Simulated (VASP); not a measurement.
Br, 1 atom in the cell. The structure is tetragonal, space group I4/mmm (No. 139). Conventional cell: a = 2.847 Å, b = 2.847 Å, c = 7.155 Å, α = 90.00°, β = 90.00°, γ = 90.00°. Within 3.8 Å of Br (site symmetry 4/mmm) lie 4 Br at 2.85 Å. 

| Quantity | Value |
| --- | --- |
| Program | VASP 6.6.1 |
| Task | single point |
| Functional | PBE |
| Dispersion | D3(BJ) |
| Potentials or basis | VASP PAW PBE potentials, release 64 (Br) |
| Cutoff | 500 eV |
| k mesh | 13 × 13 × 13 |
| Occupations | fermi-dirac, width 0.01 eV |
| Spin | non-collinear spin, zero start, spin-orbit coupling |
| Starting moments | [[0, 0, 0]] μB |
| Dipole correction | no |
| Further INCAR settings | ALGO = Normal; EDIFF = 1e-06; NBANDS = 18 |

Potentials or basis: VASP PAW PBE potentials, release 64 (Br).

Command:

```console
$ cat potpaw_PBE.64/Br/POTCAR > POTCAR
$ mpirun -np 1 vasp_ncl > vasp.out
```

Hardware: 1 thread of Intel(R) Xeon(R) Platinum 8559C (Emerald Rapids), with other jobs on the host.

Question: How long does it take, and how much memory?

Answer: Wall time 2.3 min on 1 thread of Intel(R) Xeon(R) Platinum 8559C (Emerald Rapids), on a shared host, peak memory 0.37 GiB. Counts: scf iterations 11, k points 196.
